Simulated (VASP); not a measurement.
# Co (Im-3m) in VASP: single point with r2SCAN

Aim: the single point of Co with r2SCAN.

All numbers are computed with VASP 6.6.1; they aren't measurements. Logs are shortened: lines on timing, memory, paths and dates and some standing lists are left out, and cuts for length are marked.

**1. The cell of the first run**

The structure is cubic, space group Im-3m (No. 229). The conventional cell has a = 2.789 Å, b = 2.789 Å, c = 2.789 Å, α = 90.00°, β = 90.00°, γ = 90.00°. Co (site symmetry m-3m) has 14 Co at 2.42 to 2.79 Å within 3.2 Å.

**2. Single point, r2SCAN, collinear spin, ferromagnetic start**

Contents of POSCAR:

```
Co
1.0
   -1.3944061221      1.3944061221      1.3943949578
    1.3944061221     -1.3944061221      1.3943949578
    1.3944061221      1.3944061221     -1.3943949578
Co
1
Direct
    0.0000000000      0.0000000000      0.0000000000
```

Contents of INCAR.step1:

```
PREC = Accurate
ENCUT = 520
ISMEAR = 0
SIGMA = 0.1
LREAL = False
LASPH = True
NELM = 150
ISPIN = 2
MAGMOM = 2.51
LMAXMIX = 4
NBANDS = 14
GGA = PE
ALGO = Normal
EDIFF = 1E-4
LWAVE = True
LCHARG = False
```

Contents of INCAR.step2:

```
PREC = Accurate
ENCUT = 520
EDIFF = 1E-7
ISMEAR = 0
SIGMA = 0.1
LREAL = False
LASPH = True
NELM = 150
ALGO = Normal
ISIF = 2
LWAVE = False
LCHARG = False
ISPIN = 2
MAGMOM = 2.51
LORBIT = 11
LMAXMIX = 4
METAGGA = R2SCAN
LMIXTAU = True
NBANDS = 14
ISTART = 1
```

Contents of KPOINTS:

```
Automatic mesh
0
Gamma
  8 8 8
```

Potentials or basis: VASP PAW PBE potentials, release 64 (Co).

Run with:

```sh
$ cat potpaw_PBE.64/Co/POTCAR > POTCAR
$ cp INCAR.step1 INCAR
$ mpirun -np 1 vasp_std > vasp.out
$ cp INCAR.step2 INCAR
$ mpirun -np 1 vasp_std > vasp.out
```

OUTCAR:

```text
PREC = Accurate
   ENCUT = 520
   EDIFF = 1E-7
   ISMEAR = 0
   LREAL = False
   LASPH = True
   NELM = 150
   ISIF = 2
   ISPIN = 2
   LORBIT = 11
   METAGGA = R2SCAN
   ISTART = 1

 ion  position               nearest neighbor table
   1  0.000  0.000  0.000-

  LATTYP: Found a body centered tetragonal cell.
 ALAT       =     2.7888122442
 C/A-ratio  =     0.9999919935

  Lattice vectors:

 A1 = (  -1.3944061221,   1.3944061221,   1.3943949578)
 A2 = (   1.3944061221,  -1.3944061221,   1.3943949578)
 A3 = (   1.3944061221,   1.3944061221,  -1.3943949578)

Analysis of symmetry for initial positions (statically):
=====================================================================
 Subroutine PRICEL returns:
 Original cell was already a primitive cell.

 Routine SETGRP: Setting up the symmetry group for a
 body centered tetragonal supercell.

 Subroutine GETGRP returns: Found 16 space group operations
 (whereof 16 operations were pure point group operations)
 out of a pool of 16 trial point group operations.

The static configuration has the point symmetry D_4h.

Analysis of symmetry for dynamics (positions and initial velocities):
=====================================================================
 Subroutine PRICEL returns:
 Original cell was already a primitive cell.

 Routine SETGRP: Setting up the symmetry group for a
 body centered tetragonal supercell.

 Subroutine GETGRP returns: Found 16 space group operations
 (whereof 16 operations were pure point group operations)
 out of a pool of 16 trial point group operations.

The dynamic configuration has the point symmetry D_4h.

Analysis of structural, dynamic, and magnetic symmetry:
=====================================================================
 Subroutine PRICEL returns:
 Original cell was already a primitive cell.

 Routine SETGRP: Setting up the symmetry group for a
 body centered tetragonal supercell.

 Subroutine GETGRP returns: Found 16 space group operations
 (whereof 16 operations were pure point group operations)
 out of a pool of 16 trial point group operations.

The overall configuration has the point symmetry D_4h.

 Subroutine INISYM returns: Found 16 space group operations
 (whereof 16 operations are pure point group operations),
 and found     1 'primitive' translations

----------------------------------------------------------------------------------------

                                     Primitive cell

  volume of cell :      10.8449

  direct lattice vectors                    reciprocal lattice vectors
    -1.394406122  1.394406122  1.394394958     0.000000000  0.358575591  0.358578462
[... 127 lines left out ...]
  ext. energy  EPLUGINS =         0.00000000
  ---------------------------------------------------
  free energy    TOTEN  =       -13.24962150 eV

  energy without entropy =      -13.24694935  energy(sigma->0) =      -13.24828543

 E-fermi :  10.9384     XC(G=0): -14.6743

 val. band max:       10.9158301826   @ k =   0.3750   0.5000   0.5000
 cond. band min:      10.9468314132   @ k =  -0.1250   0.1250   0.1250
 fundamental gap:      0.0310012305
 Fermi energy:        10.9383593130

 spin component 1

 k-point     1 :       0.0000    0.0000    0.0000
  band No.  band energies     occupation
      1       0.9552      1.00000
      2       6.9725      1.00000
      3       6.9726      1.00000
      4       6.9726      1.00000
      5       7.8460      1.00000
      6       7.8460      1.00000
      7      36.9064      0.00000
      8      36.9065      0.00000
      9      36.9066      0.00000
     10      41.6602      0.00000
     11      42.2014      0.00000
     12      42.2015      0.00000
     13      44.1511      0.00000
     14      44.1513      0.00000
[... 379 lines left out ...]
      3       6.6742      1.00000
      4       7.9789      1.00000
      5       7.9942      1.00000
      6      11.3997      0.00000
      7      21.2201      0.00000
      8      25.1218      0.00000
      9      26.4156      0.00000
     10      41.5049      0.00000
     11      41.7902      0.00000
     12      45.6588      0.00000
     13      47.8106      0.00000
     14      48.6151      0.00000

 [... further k-points ...]

 spin component 2

 k-point     1 :       0.0000    0.0000    0.0000
  band No.  band energies     occupation
      1       0.4286      1.00000
      2       8.9588      1.00000
      3       8.9592      1.00000
      4       8.9592      1.00000
      5      11.6538      0.00000
      6      11.6540      0.00000
      7      36.8898      0.00000
      8      36.8898      0.00000
      9      36.8900      0.00000
     10      42.7667      0.00000
     11      42.7668      0.00000
     12      45.0464      0.00000
     13      45.0466      0.00000
     14      45.0467      0.00000
[... 379 lines left out ...]
      3       7.9276      1.00000
      4      11.5403      0.00000
      5      11.8254      0.00000
      6      12.9769      0.00000
      7      21.9492      0.00000
      8      25.5537      0.00000
      9      27.2490      0.00000
     10      41.8141      0.00000
     11      46.4569      0.00000
     12      48.5912      0.00000
     13      48.8185      0.00000
     14      50.5731      0.00000

 [... further k-points ...]

------------------------ aborting loop because EDIFF is reached ----------------------------------------

  FORCE on cell =-STRESS in cart. coord.  units (eV):
  Direction    XX          YY          ZZ          XY          YZ          ZX
  --------------------------------------------------------------------------------------
  -------------------------------------------------------------------------------------
  Total       -0.0141742     -0.0141742     -0.0141978      0.0000000     -0.0000000      0.0000000
  in kB       -2.0940435     -2.0940435     -2.0975237      0.0000000     -0.0000000      0.0000000
  external PRESSURE =      -2.0952036 kB  Pullay stress =       0.0000000 kB

 VOLUME and BASIS-vectors are now :
 -----------------------------------------------------------------------------
  energy-cutoff  :      520.00
  volume of cell :       10.84
      direct lattice vectors                 reciprocal lattice vectors
    -1.394406122  1.394406122  1.394394958     0.000000000  0.358575591  0.358578462
     1.394406122 -1.394406122  1.394394958     0.358575591  0.000000000  0.358578462
     1.394406122  1.394406122 -1.394394958     0.358575591  0.358575591  0.000000000

 POSITION                                       TOTAL-FORCE (eV/Angst)
 -----------------------------------------------------------------------------------
      0.00000      0.00000      0.00000        -0.000000      0.000000      0.000000
 -----------------------------------------------------------------------------------
    total drift:                                0.000000      0.000000      0.000000

  FREE ENERGIE OF THE ION-ELECTRON SYSTEM (eV)
  ---------------------------------------------------
  free  energy   TOTEN  =       -13.2496214988 eV

  energy  without entropy=      -13.2469493542  energy(sigma->0) =      -13.24828543

 total charge

# of ion       s       p       d       tot
------------------------------------------
    1        0.509   0.575   7.208   8.291

 magnetization (x)

# of ion       s       p       d       tot
------------------------------------------
    1        0.000  -0.074   1.946   1.872
```

It took 32 s on 1 thread of Intel Xeon 6975P-C (Granite Rapids), shared host; peak memory 0.13 GiB.

Results:

```yaml
Free_energy: -13.2496 eV
Pressure: -0.2 GPa
Net_moment: 1.81 μB per cell
Site_moments: Co +1.87 μB
Valence_electrons_inside_the_program's_atomic_spheres: Co 8.29
```

Caveat: the k points lie up to 0.40 Å⁻¹ apart; the PAW data sets were made with another functional, which shifts forces and pressure a little.
